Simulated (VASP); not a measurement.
# Te2Mo (C2/m) in VASP: further runs

Runs on Te2Mo. Level: PBE. Tasks: single point.

All numbers are computed with VASP 6.6.1; they aren't measurements. Logs are shortened: lines on timing, memory, paths and dates and some standing lists are left out, and cuts for length are marked.

## (1) The cell of the first run

The structure is monoclinic, space group C2/m (No. 12). Conventional cell: a = 6.161 Å, b = 3.557 Å, c = 15.283 Å, α = 90.00°, β = 95.78°, γ = 90.00°. Within 3.7 Å of Te (site symmetry m) lie 3 Mo at 2.74 Å and 7 Te at 3.56 to 3.62 Å. Te (site symmetry m) has 3 Mo at 2.74 Å and 7 Te at 3.56 to 3.62 Å within 3.7 Å. Mo (site symmetry m) has 6 Te at 2.74 Å and 6 Mo at 3.56 Å within 3.6 Å.

## (2) Single point, PBE

INCAR

```
SYSTEM = Te2Mo
PREC     = Accurate       ! precision mode
ENCUT    = 520            ! plane-wave cutoff, eV
EDIFF    = 1E-7           ! SCF threshold, eV
ISMEAR   = 0              ! smearing method
SIGMA    = 0.05           ! smearing width, eV
LREAL    = .FALSE.        ! projectors in reciprocal space
LASPH    = .TRUE.         ! aspherical terms in the spheres
NELM     = 100            ! most SCF steps
ALGO     = Normal         ! electronic algorithm
ISIF     = 2              ! what is computed and relaxed
LWAVE    = .FALSE.        ! write WAVECAR
LCHARG   = .FALSE.        ! write CHGCAR
GGA      = PE             ! functional
NBANDS   = 35             ! bands
```

KPOINTS

```
Automatic mesh
0
G
  9 9 2
  0 0 0
```

POSCAR

```
Te2Mo
1.0
   -1.7785332447     -3.0805099428      0.0000000000
    1.7785332447     -3.0805099428      0.0000000000
    0.0000000000     -4.6207649142     15.2047171722
Te Mo
4 2
Direct
    0.5683459095      0.5683459095      0.1310943429
   -0.1399874238     -0.1399874238      0.6310943429
    0.3899874238      0.3899874238      0.3689056571
   -0.3183459095     -0.3183459095      0.8689056571
    0.1041666667      0.1041666667      0.7500000000
    0.1458333333      0.1458333333      0.2500000000
```

Potentials or basis: VASP PAW PBE potentials, release 64 (Te, Mo_sv).

Launch:

```
$ cat potpaw_PBE.64/Te/POTCAR potpaw_PBE.64/Mo_sv/POTCAR > POTCAR
$ mpirun -np 1 vasp_std > vasp.out
```

OUTCAR:

```text
SYSTEM = Te2Mo
   PREC = Accurate
   ENCUT = 520
   EDIFF = 1E-7
   ISMEAR = 0
   LREAL = .FALSE.
   LASPH = .TRUE.
   NELM = 100
   ISIF = 2
   GGA = PE

 ion  position               nearest neighbor table
   1  0.568  0.568  0.131-   6 2.74   6 2.74   6 2.74   3 3.62
   2  0.860  0.860  0.631-   5 2.74   5 2.74   5 2.74   4 3.62
   3  0.390  0.390  0.369-   6 2.74   6 2.74   6 2.74   1 3.62
   4  0.682  0.682  0.869-   5 2.74   5 2.74   5 2.74   2 3.62
   5  0.104  0.104  0.750-   4 2.74   4 2.74   2 2.74   2 2.74   2 2.74   4 2.74
   6  0.146  0.146  0.250-   1 2.74   1 2.74   3 2.74   3 2.74   3 2.74   1 2.74

  LATTYP: Found a base centered monoclinic cell.
 ALAT       =     6.1610198856
 B/A-ratio  =     0.5773502692
 C/A-ratio  =     2.4805199646
 COS(beta)  =    -0.1007853206

  Lattice vectors:

 A1 = (  -1.7785332447,  -3.0805099428,   0.0000000000)
 A2 = (   1.7785332447,  -3.0805099428,   0.0000000000)
 A3 = (  -0.0000000000,   1.5402549714,  15.2047171722)

Analysis of symmetry for initial positions (statically):
=====================================================================
 Subroutine PRICEL returns:
 Original cell was already a primitive cell.

 Routine SETGRP: Setting up the symmetry group for a
 base centered monoclinic supercell.

 Subroutine GETGRP returns: Found  4 space group operations
 (whereof  2 operations were pure point group operations)
 out of a pool of  4 trial point group operations.

The static configuration has the point symmetry C_1h.
 The point group associated with its full space group is C_2h.

Analysis of symmetry for dynamics (positions and initial velocities):
=====================================================================
 Subroutine PRICEL returns:
 Original cell was already a primitive cell.

 Routine SETGRP: Setting up the symmetry group for a
 base centered monoclinic supercell.

 Subroutine GETGRP returns: Found  4 space group operations
 (whereof  2 operations were pure point group operations)
 out of a pool of  4 trial point group operations.

The dynamic configuration has the point symmetry C_1h.
 The point group associated with its full space group is C_2h.

 Subroutine INISYM returns: Found  4 space group operations
 (whereof  2 operations are pure point group operations),
 and found     1 'primitive' translations

----------------------------------------------------------------------------------------

                                     Primitive cell

  volume of cell :     166.6069

  direct lattice vectors                    reciprocal lattice vectors
    -1.778533245 -3.080509943  0.000000000    -0.281130534 -0.162310789 -0.049326797
     1.778533245 -3.080509943  0.000000000     0.281130534 -0.162310789 -0.049326797
     0.000000000 -4.620764914 15.204717172     0.000000000  0.000000000  0.065769063

  length of vectors
     3.557066489  3.557066489 15.891346472     0.328347837  0.328347837  0.065769063

  position of ions in fractional coordinates (direct lattice)
     0.568345910  0.568345910  0.131094343
     0.860012576  0.860012576  0.631094343
     0.389987424  0.389987424  0.368905657
     0.681654090  0.681654090  0.868905657
     0.104166667  0.104166667  0.750000000
     0.145833333  0.145833333  0.250000000

  ion indices of the primitive-cell ions
   primitive index   ion index
                 1           1
                 2           2
                 3           3
                 4           4
                 5           5
                 6           6

----------------------------------------------------------------------------------------

 KPOINTS: Automatic mesh

Automatic generation of k-mesh.
 Grid dimensions read from file:
 generate k-points for:    9    9    2

 Generating k-lattice:

  Cartesian coordinates                     Fractional coordinates (reciprocal lattice)
    -0.031236726 -0.018034532 -0.005480755     0.111111111  0.000000000  0.000000000
     0.031236726 -0.018034532 -0.005480755     0.000000000  0.111111111  0.000000000
     0.000000000  0.000000000  0.032884531     0.000000000  0.000000000  0.500000000

  Length of vectors
     0.036483093  0.036483093  0.032884531

  Shift w.r.t. Gamma in fractional coordinates (k-lattice)
     0.000000000  0.000000000  0.000000000

 Subroutine IBZKPT returns following result:
 ===========================================

 Found     50 irreducible k-points:

 Following reciprocal coordinates:
            Coordinates               Weight
  0.000000  0.000000  0.000000      1.000000
  0.111111  0.000000  0.000000      4.000000
  0.222222  0.000000  0.000000      4.000000
  0.333333  0.000000  0.000000      4.000000
  0.444444  0.000000  0.000000      4.000000
  0.111111  0.111111  0.000000      2.000000
[... 16 lines left out ...]
 -0.333333  0.333333  0.000000      2.000000
  0.444444  0.444444  0.000000      2.000000
 [... further k-points ...]
[... 29 lines left out ...]
   NELECT =      52.0000    total number of electrons
   NUPDOWN=      -1.0000    fix difference up-down
   EMIN   =  10.00;   EMAX   =-10.00  energy-range for DOS
   EFERMI =   0.00;   METHOD = LEGACY
   ISMEAR =     0;   SIGMA  =   0.05  broadening in eV -4-tet -1-fermi 0-gaus
   EFERMI_NEDOS =   21; number of points for ismear=-14 and -15
   IALGO  =     38    algorithm
   IMIX   =      4    mixing-type and parameters
     AMIX     =   0.40;   BMIX     =  1.00
     AMIX_MAG =   1.60;   BMIX_MAG =  1.00
  volume/ion in A,a.u.               =      27.77       187.39
  Fermi-wavevector in a.u.,A,eV,Ry     =   1.110482  2.098507 16.778308  1.233171
  Thomas-Fermi vector in A             =   2.247034
   LORBIT       =      0    0 simple, 1 ext, 2 COOP (PROOUT), +10 PAW based schemes
   GGA     = PE    functional components
   LHFCALC =     F    Hartree Fock is set to
   AEXX    =    0.0000 exact exchange contribution
   IVDW    =     0    specifies the selected vdW correction
   LEPSILON=     F    determine dielectric tensor
   LRPA    =     F    only Hartree local field effects (RPA)
 non-spin polarized calculation
 Gauss-broadening in eV      SIGMA  =   0.05
  energy-cutoff  :      520.00
  volume of cell :      166.61
 maximum number of plane-waves:      4547
   NGX = 13   NGY = 13   NGZ = 59

 number of electron      52.0000000 magnetization

 Free energy of the ion-electron system (eV)
  ---------------------------------------------------
  ext. energy  EPLUGINS =         0.00000000
  ---------------------------------------------------
  free energy    TOTEN  =       -36.03126316 eV

  energy without entropy =      -36.03126316  energy(sigma->0) =      -36.03126316

 E-fermi :   6.9286     XC(G=0):  -9.7730

 val. band max:        6.7227329547   @ k =  -0.3333   0.3333   0.0000
 cond. band min:       7.7652317498   @ k =  -0.3333   0.3333   0.0000
 fundamental gap:      1.0424987951
 Fermi energy:         6.9286057084

 k-point     1 :       0.0000    0.0000    0.0000
  band No.  band energies     occupation
      1     -53.9939      2.00000
      2     -53.9939      2.00000
      3     -28.1400      2.00000
      4     -28.1400      2.00000
      5     -28.0361      2.00000
      6     -28.0361      2.00000
[... 27 lines left out ...]
     34      10.0167      0.00000
     35      11.9136      0.00000

 k-point     2 :       0.1111    0.0000    0.0000
  band No.  band energies     occupation
      1     -53.9930      2.00000
      2     -53.9929      2.00000
      3     -28.1371      2.00000
      4     -28.1371      2.00000
      5     -28.0495      2.00000
      6     -28.0495      2.00000
[... 27 lines left out ...]
     34       9.8960      0.00000
     35      12.4042      0.00000

 k-point     3 :       0.2222    0.0000    0.0000
  band No.  band energies     occupation
      1     -53.9905      2.00000
      2     -53.9905      2.00000
      3     -28.1297      2.00000
      4     -28.1297      2.00000
      5     -28.0834      2.00000
      6     -28.0834      2.00000
[... 27 lines left out ...]
     34      10.1603      0.00000
     35      12.6596      0.00000
[... 723 lines left out ...]
 k-point    23 :      -0.3333    0.3333    0.0000
  band No.  band energies     occupation
      1     -53.9846      2.00000
      2     -53.9846      2.00000
      3     -28.1227      2.00000
      4     -28.1227      2.00000
      5     -28.1119      2.00000
      6     -28.1119      2.00000
[... 27 lines left out ...]
     34      10.8395      0.00000
     35      11.2814      0.00000

 k-point    24 :       0.4444    0.4444    0.0000
  band No.  band energies     occupation
      1     -53.9859      2.00000
      2     -53.9859      2.00000
      3     -28.1465      2.00000
      4     -28.1465      2.00000
      5     -28.1157      2.00000
      6     -28.1157      2.00000
[... 27 lines left out ...]
     34      10.4321      0.00000
     35      10.5912      0.00000

 [... further k-points ...]
[... 5 lines left out ...]
  --------------------------------------------------------------------------------------
  -------------------------------------------------------------------------------------
  Total        0.0342151      0.0095112      0.6913750      0.0000000     -0.1566297      0.0000000
  in kB        0.3290301      0.0914648      6.6486170      0.0000000     -1.5062317      0.0000000
  external PRESSURE =       2.3563706 kB  Pullay stress =       0.0000000 kB

 VOLUME and BASIS-vectors are now :
 -----------------------------------------------------------------------------
  energy-cutoff  :      520.00
  volume of cell :      166.61
      direct lattice vectors                 reciprocal lattice vectors
    -1.778533245 -3.080509943  0.000000000    -0.281130534 -0.162310789 -0.049326797
     1.778533245 -3.080509943  0.000000000     0.281130534 -0.162310789 -0.049326797
     0.000000000 -4.620764914 15.204717172     0.000000000  0.000000000  0.065769063

 POSITION                                       TOTAL-FORCE (eV/Angst)
 -----------------------------------------------------------------------------------
      0.00000     -4.10735      1.99325         0.000000     -0.020278      0.093217
      0.00000     -8.21469      9.59561         0.000000     -0.000976     -0.011089
      0.00000     -4.10735      5.60911         0.000000      0.000976      0.011089
      0.00000     -8.21469     13.21146         0.000000      0.020278     -0.093217
      0.00000     -4.10735     11.40354         0.000000      0.011658     -0.021792
      0.00000     -2.05367      3.80118         0.000000     -0.011658      0.021792
 -----------------------------------------------------------------------------------
    total drift:                               -0.000000     -0.000000      0.000000

  FREE ENERGIE OF THE ION-ELECTRON SYSTEM (eV)
  ---------------------------------------------------
  free  energy   TOTEN  =       -36.0312631575 eV

  energy  without entropy=      -36.0312631575  energy(sigma->0) =      -36.03126316
```

Run time: 3.4 min. Hardware: 1 thread of Intel Xeon 6975P-C (Granite Rapids), shared host; peak memory 0.43 GiB.

Results:

```yaml
Free_energy: -36.0313 eV
Pressure: 0.2 GPa
Largest_force: 0.095 eV/Å
Band_gap_on_the_k_mesh: 1.04 eV
```

Forces in eV/Å, atoms in the order of the input:
```
Te   0.000 -0.020  0.093
Te   0.000 -0.001 -0.011
Te   0.000  0.001  0.011
Te   0.000  0.020 -0.093
Mo   0.000  0.012 -0.022
Mo   0.000 -0.012  0.022
```

Caveat: spin-orbit coupling is left out, which moves the levels of the heavy elements; an odd mesh through Γ misses points on the zone boundary, where band edges can lie; this functional lacks dispersion, which binds the layers, so the pressure and a relaxed spacing across them are unreliable.

## (3) Single point, PBE

This run uses another cell than the first one, of the same volume but with other edges.

INCAR

```
SYSTEM = Te2Mo
ALGO = Normal ; EDIFF = 1E-7
ENCUT = 520 ; GGA = PE
ISIF = 2 ; ISMEAR = 0
LASPH = .TRUE. ; LCHARG = .FALSE.
LREAL = .FALSE. ; LWAVE = .FALSE.
NBANDS = 35 ; NELM = 80
PREC = Accurate ; SIGMA = 0.05
```

KPOINTS

```
k-points
0
G
  9 9 2
  0 0 0
```

POSCAR

```
Te2Mo
1.0
   -1.7785332447     -3.0805099428      0.0000000000
    1.7785332447     -3.0805099428      0.0000000000
    0.0000000000     -5.6478069291     15.2047171722
Te Mo
4 2
Direct
    0.5464924825      0.5464924825      0.1310943429
   -0.2451908508     -0.2451908508      0.6310943429
    0.3284908508      0.3284908508      0.3689056571
   -0.4631924825     -0.4631924825      0.8689056571
   -0.0208583333     -0.0208583333      0.7500000000
    0.1041583333      0.1041583333      0.2500000000
```

Potentials or basis: VASP PAW PBE potentials, release 64 (Te, Mo_sv).

Launch:

```
$ cat potpaw_PBE.64/Te/POTCAR potpaw_PBE.64/Mo_sv/POTCAR > POTCAR
$ mpirun -np 1 vasp_std > vasp.out
```

Wall time 3.4 min (1 thread of Intel Xeon 6975P-C (Granite Rapids), shared host); peak memory 0.43 GiB.

Results (log left out):

```yaml
Free_energy: -36.0689 eV
Pressure: 0.1 GPa
Largest_force: 0.016 eV/Å
Band_gap_on_the_k_mesh: 1.03 eV
```

Forces on the atoms (eV/Å):
```
Te   0.000 -0.016  0.003
Te   0.000 -0.002 -0.012
Te   0.000  0.002  0.012
Te   0.000  0.016 -0.003
Mo   0.000  0.010 -0.002
Mo   0.000 -0.010  0.002
```

Stress tensor (GPa, compression positive):
```
-0.01  0.00  0.00
 0.00 -0.01 -0.12
 0.00 -0.12  0.18
```

Levels at points of the mesh, in eV from the valence-band top:
| k point | band 23 | band 24 | band 25 | band 26 | band 27 | band 28 | band 29 | band 30 |
| --- | --- | --- | --- | --- | --- | --- | --- | --- |
| (0.00, 0.00, 0.00) | -0.91 | -0.86 | -0.77 | -0.11 | 2.96 | 2.99 | 3.00 | 3.02 |
| (0.00, 0.00, 0.50) | -0.92 | -0.92 | -0.25 | -0.25 | 2.98 | 2.98 | 3.00 | 3.01 |

Caveat: spin-orbit coupling is left out, which moves the levels of the heavy elements; an odd mesh through Γ misses points on the zone boundary, where band edges can lie; this functional lacks dispersion, which binds the layers, so the pressure and a relaxed spacing across them are unreliable.

## (4) Single point, PBE

This run uses another cell than the first one, of the same volume but with other edges.

INCAR

```
ALGO = Normal ; EDIFF = 1E-7
ENCUT = 520 ; GGA = PE
ISIF = 2 ; ISMEAR = 0
LASPH = True ; LCHARG = False
LREAL = False ; LWAVE = False
NBANDS = 35 ; NELM = 80
PREC = Accurate ; SIGMA = 0.05
```

KPOINTS

```
k-points
0
Gamma
  9 9 2
```

POSCAR

```
Te2Mo
1.0
   -1.7785332447     -3.0805099428      0.0000000000
    1.7785332447     -3.0805099428      0.0000000000
    0.0000000000     -1.0270420149     15.2047171722
Te Mo
4 2
Direct
    0.6448132397      0.6448132397      0.1310943429
    0.2281299064      0.2281299064      0.6310943429
    0.6051700936      0.6051700936      0.3689056571
    0.1884867603      0.1884867603      0.8689056571
    0.5416416667      0.5416416667      0.7500000000
    0.2916583333      0.2916583333      0.2500000000
```

Launch:

```
$ cat potpaw_PBE.64/Te/POTCAR potpaw_PBE.64/Mo_sv/POTCAR > POTCAR
$ mpirun -np 1 vasp_std > vasp.out
```

It took 5 min on 1 thread of AMD EPYC 7R43 (Zen 3), shared host; peak memory 0.42 GiB.

It converged, with:

* Free energy: -36.0634 eV
* Pressure: 0.1 GPa
* Largest force: 0.017 eV/Å
* Band gap on the k mesh: 1.03 eV

Forces in eV/Å, atoms in the order of the input:
```
Te   0.000  0.007  0.016
Te   0.000  0.002 -0.014
Te   0.000 -0.002  0.014
Te   0.000 -0.007 -0.016
Mo   0.000 -0.006  0.000
Mo   0.000  0.006  0.000
```

Stress tensor (GPa, compression positive):
```
 0.04  0.00  0.00
 0.00 -0.02  0.05
 0.00  0.05  0.23
```

Levels at points of the mesh, in eV from the valence-band top:
```csv
k point,band 22,band 23,band 24,band 25,band 26,band 27,band 28,band 29,band 30,band 31
"(0.00, 0.00, 0.00)",-0.91,-0.91,-0.86,-0.77,-0.10,2.95,2.99,3.00,3.04,3.22
"(0.00, 0.00, 0.50)",-0.91,-0.91,-0.91,-0.25,-0.24,2.97,2.98,3.01,3.02,3.24
```

Caveat: spin-orbit coupling is left out, which moves the levels of the heavy elements; an odd mesh through Γ misses points on the zone boundary, where band edges can lie; this functional lacks dispersion, which binds the layers, so the pressure and a relaxed spacing across them are unreliable.

## (5) Single point, PBE

This run uses another cell than the first one, of the same volume but with other edges.

INCAR

```
PREC     = Accurate       # precision mode
ENCUT    = 520            # plane-wave cutoff, eV
EDIFF    = 1E-6           # SCF threshold, eV
ISMEAR   = 0              # smearing method
SIGMA    = 0.05           # smearing width, eV
LREAL    = False          # projectors in reciprocal space
LASPH    = True           # aspherical terms in the spheres
NELM     = 60             # most SCF steps
ALGO     = Normal         # electronic algorithm
ISIF     = 2              # what is computed and relaxed
LWAVE    = False          # write WAVECAR
LCHARG   = True           # write CHGCAR
GGA      = PE             # functional
LELF     = True           # ELF
LVHAR    = True         
NBANDS   = 35             # bands
```

KPOINTS

```
Automatic mesh
0
Gamma
  9 9 2
```

POSCAR

```
Te2Mo
1.0
   -1.7785332447     -3.0805099428      0.0000000000
    1.7785332447     -3.0805099428      0.0000000000
    0.0000000000     -3.0805099428     15.2047171722
Te Mo
4 2
Direct
    0.6011194952      0.6011194952      0.1310943429
    0.0177861619      0.0177861619      0.6310943429
    0.4822138381      0.4822138381      0.3689056571
   -0.1011194952     -0.1011194952      0.8689056571
    0.2916666667      0.2916666667      0.7500000000
    0.2083333333      0.2083333333      0.2500000000
```

Launch:

```
$ cat potpaw_PBE.64/Te/POTCAR potpaw_PBE.64/Mo_sv/POTCAR > POTCAR
$ mpirun -np 1 vasp_std > vasp.out
```

Run time: 5.3 min. Hardware: 1 thread of AMD EPYC 7R43 (Zen 3), shared host; peak memory 0.41 GiB.

It converged, with:

* Free energy: -36.0461 eV
* Pressure: 0.2 GPa
* Largest force: 0.062 eV/Å
* Band gap on the k mesh: 1.04 eV

Forces on the atoms (eV/Å):
```
Te   0.000  0.020  0.058
Te   0.000  0.000 -0.013
Te   0.000  0.000  0.013
Te   0.000 -0.020 -0.058
Mo   0.000 -0.009 -0.009
Mo   0.000  0.009  0.009
```

Stress tensor (GPa, compression positive):
```
-0.02  0.00  0.00
 0.00  0.06  0.15
 0.00  0.15  0.45
```

Levels at points of the mesh, in eV from the valence-band top:
| k point | band 23 | band 24 | band 25 | band 26 | band 27 | band 28 | band 29 | band 30 |
| --- | --- | --- | --- | --- | --- | --- | --- | --- |
| (0.00, 0.00, 0.00) | -0.90 | -0.84 | -0.76 | -0.09 | 2.99 | 3.00 | 3.00 | 3.02 |
| (0.00, 0.00, 0.50) | -0.90 | -0.90 | -0.24 | -0.22 | 2.98 | 3.00 | 3.01 | 3.03 |

Caveat: spin-orbit coupling is left out, which moves the levels of the heavy elements; an odd mesh through Γ misses points on the zone boundary, where band edges can lie; this functional lacks dispersion, which binds the layers, so the pressure and a relaxed spacing across them are unreliable.

## (6) Summary

```tsv
cell	gap on the mesh (eV)	pressure (GPa)	largest force (eV/Å)
a = 3.557, b = 3.557, c = 15.891 Å, angles 75.4, 75.4, 60.0°, 6 atoms	1.04	0.2	0.10
a = 3.557, b = 3.557, c = 16.220 Å, angles 72.4, 72.4, 60.0°, 6 atoms	1.03	0.1	0.02
a = 3.557, b = 3.557, c = 15.239 Å, angles 86.7, 86.7, 60.0°, 6 atoms	1.03	0.1	0.02
a = 3.557, b = 3.557, c = 15.514 Å, angles 80.1, 80.1, 60.0°, 6 atoms	1.04	0.2	0.06
```

Alike in all rows: task single point; level PBE; potentials or basis VASP PAW PBE potentials, release 64 (Te, Mo_sv); no spin polarisation; k mesh 9 × 9 × 2; cutoff (eV) 520; smearing gaussian 0.05 eV.

Caveats: spin-orbit coupling is left out, which moves the levels of the heavy elements; an odd mesh through Γ misses points on the zone boundary, where band edges can lie; this functional lacks dispersion, which binds the layers, so the pressure and a relaxed spacing across them are unreliable.

Absolute energies hang on the potentials; compare differences alone.
